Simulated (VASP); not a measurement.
# Al2Pt (Fm-3m) in VASP: single point with PBE

Aim: the single point of Al2Pt with PBE.

Everything below comes from runs of VASP 6.6.1. Logs are shortened: lines on timing, memory, paths and dates and some standing lists are left out, and cuts for length are marked.

## (1) The cell of the first run

It takes space group Fm-3m (No. 225, cubic). The conventional cell has a = 5.947 Å, b = 5.947 Å, c = 5.947 Å, α = 90.00°, β = 90.00°, γ = 90.00°. Al (site symmetry -43m) has 4 Pt at 2.58 Å and 6 Al at 2.97 Å within 3.4 Å. Pt (site symmetry m-3m) has 8 Al at 2.58 Å within 3.4 Å.

## (2) Single point, PBE, non-collinear spin, zero start, spin-orbit coupling

INCAR

```
  PREC = Accurate
  ENCUT = 520
  EDIFF = 1E-6
  ISMEAR = -1
  SIGMA = 0.05
  LREAL = F
  LASPH = T
  NELM = 150
  ALGO = Normal
  ISIF = 2
  LWAVE = F
  LCHARG = F
  MAGMOM = 0 0 0 0 0 0 0 0 0
  LORBIT = 11
  LSORBIT = T
  GGA_COMPAT = F
  LORBMOM = T
  LMAXMIX = 4
  GGA = PE
  NBANDS = 29
```

KPOINTS

```
Automatic mesh
0
Gamma
  11 11 11
```

POSCAR

```
Al2Pt
1.0
    0.0000000000      2.9735292329      2.9735292329
    2.9735292329      0.0000000000      2.9735292329
    2.9735292329      2.9735292329      0.0000000000
Al Pt
2 1
Direct
    0.2500000000      0.2500000000      0.2500000000
    0.7500000000      0.7500000000      0.7500000000
    0.0000000000      0.0000000000      0.0000000000
```

Potentials or basis: VASP PAW PBE potentials, release 64 (Al, Pt).

Launch:

```sh
$ cat potpaw_PBE.64/Al/POTCAR potpaw_PBE.64/Pt/POTCAR > POTCAR
$ mpirun -np 1 vasp_ncl > vasp.out
```

OUTCAR:

```text
PREC = Accurate
   ENCUT = 520
   EDIFF = 1E-6
   ISMEAR = -1
   LREAL = F
   LASPH = T
   NELM = 150
   ISIF = 2
   LORBIT = 11
   LSORBIT = T
   GGA = PE

 ion  position               nearest neighbor table
   1  0.250  0.250  0.250-   3 2.58   3 2.58   3 2.58   3 2.58   2 2.97   2 2.97   2 2.97   2 2.97
                             2 2.97   2 2.97
   2  0.750  0.750  0.750-   3 2.58   3 2.58   3 2.58   3 2.58   1 2.97   1 2.97   1 2.97   1 2.97
                             1 2.97   1 2.97
   3  0.000  0.000  0.000-   1 2.58   2 2.58   2 2.58   2 2.58   2 2.58   1 2.58   1 2.58   1 2.58

  LATTYP: Found a face centered cubic cell.
 ALAT       =     5.9470584658

  Lattice vectors:

 A1 = (   0.0000000000,   2.9735292329,   2.9735292329)
 A2 = (   2.9735292329,   0.0000000000,   2.9735292329)
 A3 = (   2.9735292329,   2.9735292329,   0.0000000000)

Analysis of symmetry for initial positions (statically):
=====================================================================
 Subroutine PRICEL returns:
 Original cell was already a primitive cell.

 Routine SETGRP: Setting up the symmetry group for a
 face centered cubic supercell.

 Subroutine GETGRP returns: Found 48 space group operations
 (whereof 48 operations were pure point group operations)
 out of a pool of 48 trial point group operations.

The static configuration has the point symmetry O_h .

Analysis of symmetry for dynamics (positions and initial velocities):
=====================================================================
 Subroutine PRICEL returns:
 Original cell was already a primitive cell.

 Routine SETGRP: Setting up the symmetry group for a
 face centered cubic supercell.

 Subroutine GETGRP returns: Found 48 space group operations
 (whereof 48 operations were pure point group operations)
 out of a pool of 48 trial point group operations.

The dynamic configuration has the point symmetry O_h .

Analysis of structural, dynamic, and magnetic symmetry:
=====================================================================
 Subroutine PRICEL returns:
 Original cell was already a primitive cell.

 Routine SETGRP: Setting up the symmetry group for a
 face centered cubic supercell.

 Subroutine GETGRP returns: Found 48 space group operations
 (whereof 48 operations were pure point group operations)
 out of a pool of 48 trial point group operations.

The overall configuration has the point symmetry O_h .

 Subroutine INISYM returns: Found 48 space group operations
 (whereof 48 operations are pure point group operations),
 and found     1 'primitive' translations

----------------------------------------------------------------------------------------

                                     Primitive cell

  volume of cell :      52.5832

  direct lattice vectors                    reciprocal lattice vectors
     0.000000000  2.973529233  2.973529233    -0.168150356  0.168150356  0.168150356
     2.973529233  0.000000000  2.973529233     0.168150356 -0.168150356  0.168150356
     2.973529233  2.973529233  0.000000000     0.168150356  0.168150356 -0.168150356

  length of vectors
     4.205205369  4.205205369  4.205205369     0.291244960  0.291244960  0.291244960

  position of ions in fractional coordinates (direct lattice)
     0.250000000  0.250000000  0.250000000
     0.750000000  0.750000000  0.750000000
     0.000000000  0.000000000  0.000000000

  ion indices of the primitive-cell ions
   primitive index   ion index
                 1           1
                 2           2
                 3           3

----------------------------------------------------------------------------------------

 KPOINTS: Automatic mesh

Automatic generation of k-mesh.
 Grid dimensions read from file:
 generate k-points for:   11   11   11

 Generating k-lattice:

  Cartesian coordinates                     Fractional coordinates (reciprocal lattice)
    -0.015286396  0.015286396  0.015286396     0.090909091  0.000000000  0.000000000
     0.015286396 -0.015286396  0.015286396     0.000000000  0.090909091  0.000000000
     0.015286396  0.015286396 -0.015286396     0.000000000  0.000000000  0.090909091

  Length of vectors
     0.026476815  0.026476815  0.026476815

  Shift w.r.t. Gamma in fractional coordinates (k-lattice)
     0.000000000  0.000000000  0.000000000

 Subroutine IBZKPT returns following result:
 ===========================================

 Found     56 irreducible k-points:

 Following reciprocal coordinates:
            Coordinates               Weight
  0.000000  0.000000  0.000000      1.000000
  0.090909  0.000000  0.000000      8.000000
  0.181818  0.000000  0.000000      8.000000
[... 47 lines left out ...]
   ISYM   =      2    0-nonsym 1-usesym 2-fastsym
   POTIM  = 0.5000    time-step for ionic-motion
   TEBEG  =    0.0;   TEEND  =   0.0 temperature during run
   PSTRESS=    0.0 pullay stress
   NELECT =      16.0000    total number of electrons
   NUPDOWN=      -1.0000    fix difference up-down
   EMIN   =  10.00;   EMAX   =-10.00  energy-range for DOS
   EFERMI =   0.00;   METHOD = LEGACY
   ISMEAR =    -1;   SIGMA  =   0.05  broadening in eV -4-tet -1-fermi 0-gaus
   EFERMI_NEDOS =   21; number of points for ismear=-14 and -15
   IALGO  =     38    algorithm
   IMIX   =      4    mixing-type and parameters
     AMIX     =   0.40;   BMIX     =  1.00
     AMIX_MAG =   1.60;   BMIX_MAG =  1.00
  volume/ion in A,a.u.               =      17.53       118.28
  Fermi-wavevector in a.u.,A,eV,Ry     =   1.101115  2.080805 16.496437  1.212454
  Thomas-Fermi vector in A             =   2.237537
   LORBIT       =     11    0 simple, 1 ext, 2 COOP (PROOUT), +10 PAW based schemes
   GGA     = PE    functional components
   LHFCALC =     F    Hartree Fock is set to
   AEXX    =    0.0000 exact exchange contribution
   IVDW    =     0    specifies the selected vdW correction
   LEPSILON=     F    determine dielectric tensor
   LRPA    =     F    only Hartree local field effects (RPA)
  energy-cutoff  :      520.00
  volume of cell :       52.58
 maximum number of plane-waves:      2858
   NGX = 15   NGY = 15   NGZ = 15

 number of electron      16.0000000 magnetization       0.0000000      0.0000000      0.0000000

 number of electron      16.0000000 magnetization       0.0000000     -0.0000000     -0.0000000

 number of electron      16.0000000 magnetization      -0.0000000     -0.0000000     -0.0000000

 number of electron      16.0000000 magnetization       0.0000000      0.0000000     -0.0000000

 Free energy of the ion-electron system (eV)
  ---------------------------------------------------
  ext. energy  EPLUGINS =         0.00000000
  ---------------------------------------------------
  free energy    TOTEN  =       -16.60526560 eV

  energy without entropy =      -16.59422199  energy(sigma->0) =      -16.59974379

 E-fermi :   7.6630     XC(G=0): -10.6196

 val. band max:        7.6620559064   @ k =   0.3636   0.2727   0.0000
 cond. band min:       7.6677684616   @ k =  -0.1818   0.1818   0.0000
 fundamental gap:      0.0057125553
 Fermi energy:         7.6630177167

 k-point     1 :       0.0000    0.0000    0.0000
  band No.  band energies     occupation
      1      -2.4150      1.00000
      2      -2.4150      1.00000
      3       2.3595      1.00000
      4       2.3595      1.00000
      5       2.3595      1.00000
      6       2.3595      1.00000
[... 733 lines left out ...]
     27      14.3916      0.00000
     28      14.3916      0.00000

 [... further k-points ...]

 [bands above 28 left out]

------------------------ aborting loop because EDIFF is reached ----------------------------------------

  FORCE on cell =-STRESS in cart. coord.  units (eV):
  Direction    XX          YY          ZZ          XY          YZ          ZX
  --------------------------------------------------------------------------------------
  -------------------------------------------------------------------------------------
  Total       -0.1746221     -0.1746221     -0.1746221      0.0000000      0.0000000      0.0000000
  in kB       -5.3206303     -5.3206303     -5.3206303      0.0000000      0.0000000      0.0000000
  external PRESSURE =      -5.3206303 kB  Pullay stress =       0.0000000 kB

 VOLUME and BASIS-vectors are now :
 -----------------------------------------------------------------------------
  energy-cutoff  :      520.00
  volume of cell :       52.58
      direct lattice vectors                 reciprocal lattice vectors
     0.000000000  2.973529233  2.973529233    -0.168150356  0.168150356  0.168150356
     2.973529233  0.000000000  2.973529233     0.168150356 -0.168150356  0.168150356
     2.973529233  2.973529233  0.000000000     0.168150356  0.168150356 -0.168150356

 POSITION                                       TOTAL-FORCE (eV/Angst)
 -----------------------------------------------------------------------------------
      1.48676      1.48676      1.48676         0.000000      0.000000      0.000000
      4.46029      4.46029      4.46029        -0.000000     -0.000000     -0.000000
      0.00000      0.00000      0.00000        -0.000000      0.000000     -0.000000
 -----------------------------------------------------------------------------------
    total drift:                                0.000000     -0.000000     -0.000000

  FREE ENERGIE OF THE ION-ELECTRON SYSTEM (eV)
  ---------------------------------------------------
  free  energy   TOTEN  =       -16.6052656009 eV

  energy  without entropy=      -16.5942219883  energy(sigma->0) =      -16.59974379

 orbital moment (x)

 # of ion     p       d       tot
 ----------------------------------------
  1        -0.000   0.000  -0.000
  2        -0.000   0.000  -0.000
  3        -0.000   0.000   0.000
 ----------------------------------------
           -0.000   0.000  -0.000

 orbital moment (y)

 # of ion     p       d       tot
 ----------------------------------------
  1         0.000   0.000   0.000
  2        -0.000   0.000  -0.000
  3         0.000  -0.000  -0.000
 ----------------------------------------
            0.000  -0.000   0.000

 orbital moment (z)

 # of ion     p       d       tot
 ----------------------------------------
  1        -0.000   0.000  -0.000
  2        -0.000   0.000  -0.000
  3         0.000   0.000   0.000
 ----------------------------------------
           -0.000   0.000  -0.000

 Spin-Orbit-Coupling matrix elements

 Ion:    1  E_soc:     -0.0005084
 l=   1
     0.0000000    -0.0000847    -0.0000847
    -0.0000847     0.0000000    -0.0000847
    -0.0000847    -0.0000847     0.0000000
 l=   2
     0.0000000     0.0000000     0.0000000     0.0000000     0.0000000
     0.0000000     0.0000000     0.0000000     0.0000000     0.0000000
     0.0000000     0.0000000     0.0000000     0.0000000     0.0000000
     0.0000000     0.0000000     0.0000000     0.0000000     0.0000000
     0.0000000     0.0000000     0.0000000     0.0000000     0.0000000
 l=   3
     0.0000000     0.0000000     0.0000000     0.0000000     0.0000000     0.0000000     0.0000000
     0.0000000     0.0000000     0.0000000     0.0000000     0.0000000     0.0000000     0.0000000
     0.0000000     0.0000000     0.0000000     0.0000000     0.0000000     0.0000000     0.0000000
     0.0000000     0.0000000     0.0000000     0.0000000     0.0000000     0.0000000     0.0000000
[... 29 lines left out ...]
 l=   2
     0.0000000    -0.0139451     0.0000000    -0.0139451    -0.0565277
    -0.0139451     0.0000000    -0.0423958    -0.0139451    -0.0141319
     0.0000000    -0.0423958     0.0000000    -0.0423958     0.0000000
    -0.0139451    -0.0139451    -0.0423958     0.0000000    -0.0141319
    -0.0565277    -0.0141319     0.0000000    -0.0141319     0.0000000
 l=   3
     0.0000000     0.0000000     0.0000000     0.0000000     0.0000000     0.0000000     0.0000000
     0.0000000     0.0000000     0.0000000     0.0000000     0.0000000     0.0000000     0.0000000
     0.0000000     0.0000000     0.0000000     0.0000000     0.0000000     0.0000000     0.0000000
     0.0000000     0.0000000     0.0000000     0.0000000     0.0000000     0.0000000     0.0000000
     0.0000000     0.0000000     0.0000000     0.0000000     0.0000000     0.0000000     0.0000000
     0.0000000     0.0000000     0.0000000     0.0000000     0.0000000     0.0000000     0.0000000
     0.0000000     0.0000000     0.0000000     0.0000000     0.0000000     0.0000000     0.0000000

 total charge

# of ion       s       p       d       tot
------------------------------------------
    1        0.400   0.355   0.000   0.755
    2        0.400   0.355   0.000   0.755
    3        0.825   0.724   8.132   9.681
--------------------------------------------------
tot          1.624   1.435   8.132  11.192

 magnetization (x)

# of ion       s       p       d       tot
------------------------------------------
    1        0.000   0.000   0.000   0.000
    2       -0.000   0.000   0.000  -0.000
    3        0.000   0.000   0.000   0.000
--------------------------------------------------
tot         -0.000   0.000   0.000  -0.000

 magnetization (y)

# of ion       s       p       d       tot
------------------------------------------
    1        0.000  -0.000   0.000  -0.000
    2       -0.000  -0.000   0.000  -0.000
    3       -0.000   0.000  -0.000  -0.000
--------------------------------------------------
tot         -0.000  -0.000  -0.000  -0.000

 magnetization (z)

# of ion       s       p       d       tot
------------------------------------------
    1        0.000  -0.000   0.000  -0.000
    2        0.000  -0.000   0.000  -0.000
    3       -0.000   0.000   0.000  -0.000
--------------------------------------------------
tot         -0.000  -0.000   0.000  -0.000
```

Wall time 77 s (1 thread of Intel Xeon 6975P-C (Granite Rapids), shared host); peak memory 0.37 GiB.

What came out:

| Property | Result |
| --- | --- |
| Free energy | -16.6053 eV |
| Pressure | -0.5 GPa |
| Net moment | 0.00 μB per cell |
| Valence electrons inside the program's atomic spheres | Al 0.76; Pt 9.68 |

Moments on the atoms (μB; x, y, z):
```
Al  0.00 0.00 0.00
Al  0.00 0.00 0.00
Pt  0.00 0.00 0.00
```
